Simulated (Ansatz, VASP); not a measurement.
**One calculation of HgTe, two programs**

File POSCAR:

```
HgTe
1.0
    0.0000000000      3.2235000000      3.0300900000
    3.2235000000      0.0000000000      3.0300900000
    3.2235000000      3.2235000000      0.0000000000
Hg Te
1 1
Direct
    0.0000000000      0.0000000000      0.0000000000
    0.7500000000      0.7500000000      0.7500000000
```

The input INCAR.step1:

```
SYSTEM = HgTe
  PREC = Accurate
  ENCUT = 520
  ISMEAR = 0
  SIGMA = 0.15
  LREAL = .FALSE.
  LASPH = .TRUE.
  NELM = 60
  NBANDS = 16
  GGA = PE
  ALGO = Normal
  EDIFF = 1E-4
  LWAVE = .TRUE.
  LCHARG = .FALSE.
```

File INCAR.step2:

```
SYSTEM = HgTe
  PREC = Accurate
  ENCUT = 520
  EDIFF = 1E-6
  ISMEAR = 0
  SIGMA = 0.15
  LREAL = .FALSE.
  LASPH = .TRUE.
  NELM = 60
  ALGO = Normal
  ISIF = 2
  LWAVE = .FALSE.
  LCHARG = .FALSE.
  METAGGA = R2SCAN
  LMIXTAU = .TRUE.
  NBANDS = 16
  ISTART = 1
```

The input KPOINTS:

```
Automatic mesh
0
G
  14 14 14
  0 0 0
```

Input for Ansatz:

```yaml
crystal:
  lattice:
    - [0.0, 3.2235, 3.03009]
    - [3.2235, 0.0, 3.03009]
    - [3.2235, 3.2235, 0.0]
  atoms:
    - { symbol: Hg, position: [0.0, 0.0, 0.0] }
    - { symbol: Te, position: [0.75, 0.75, 0.75] }
basis:
  ecutwfc: 500
kpoints:
  mp_grid: { grid: [14, 14, 14] }
hamiltonian:
  xc: r2scan
scf:
  occupations: { method: gaussian, width: 0.15 }
output:
  forces: true
  stress: true
  eigenvalues: true
```

Change from the starting cell: strain -0.0600 x Voigt [0, 0, 1, 0, 0, 0], atoms carried along.

Alike in both runs: task single point; functional r2SCAN; k mesh 14 × 14 × 14; occupations gaussian, width 0.15 eV; no spin polarisation.

|  | VASP | Ansatz |
| --- | --- | --- |
| version | VASP 6.6.1 | Ansatz 0.2.0 |
| potentials or method | VASP PAW PBE potentials, release 64 (Hg, Te), cutoff 520 eV | scalar-relativistic, plane waves, PAW |
| valence electrons in the cell | 18 | 36 |

|  | VASP | Ansatz | Ansatz less VASP |
| --- | --- | --- | --- |
| gap on the k mesh at the Fermi level (eV) | none | none | - |
| pressure (GPa) | 6.5 | 6.4 | -0.11 |
| traceless stress, the component that is largest in VASP (GPa) | 0.34 | 0.34 | -0.007 |

VASP's potentials were made for PBE, not for r2SCAN. A gap of «none» marks a metal or a gap that the smearing closes. The functional is the same, so the differences come from potentials, cutoffs and numerics. VASP's potentials hold 18 valence electrons a cell and Ansatz's 36, so a difference there can come from the potentials and not from the codes.

Spin-orbit coupling is off throughout.
